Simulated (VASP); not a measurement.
Crystal: Sn.

```
Sn
1.0
     0.00000    3.23334    3.23334
     3.23334    0.00000    3.23334
     3.23334    3.23334    0.00000
Sn
2
Direct
  0.00000 0.00000 0.00000
  0.25000 0.25000 0.25000
```

This isn't the form of Sn at room conditions, which is tetragonal (white tin).

* Program: VASP 6.6.1
* Task: relaxation of cell and atoms
* Functional: PBE
* Potentials or basis: VASP PAW PBE potentials, release 64 (Sn_d)
* Cutoff: 600 eV
* k mesh: 11 × 11 × 11
* Occupations: fermi-dirac, width 0.05 eV
* Spin: no spin polarisation

At the start: pressure 3.8 GPa; volume 33.80 Å³/atom.

**Question.** Where does the relaxation end?

**Answer.** Over 3 steps the energy falls by 32.7 meV/atom and the volume is 36.81 Å³/atom (+8.9 %); space group Fd-3m (No. 227, to 0.1 Å) before and after.

Step by step:
| step | energy change (eV) | largest force (eV/Å) | pressure (GPa) | volume (Å³) |
| --- | --- | --- | --- | --- |
| 1 | 0.0000 | 0.0000 | 3.78 | 67.61 |
| 2 | -0.0593 | 0.0000 | -0.92 | 75.71 |
| 3 | -0.0654 | 0.0000 | -0.01 | 73.62 |

Final structure:
```xyz
2
Lattice="0.0000 3.3265 3.3265 3.3265 0.0000 3.3265 3.3265 3.3265 0.0000" Properties=species:S:1:pos:R:3 pbc="T T T"
Sn    0.0000    0.0000    0.0000
Sn    1.6632    1.6632    1.6632
```
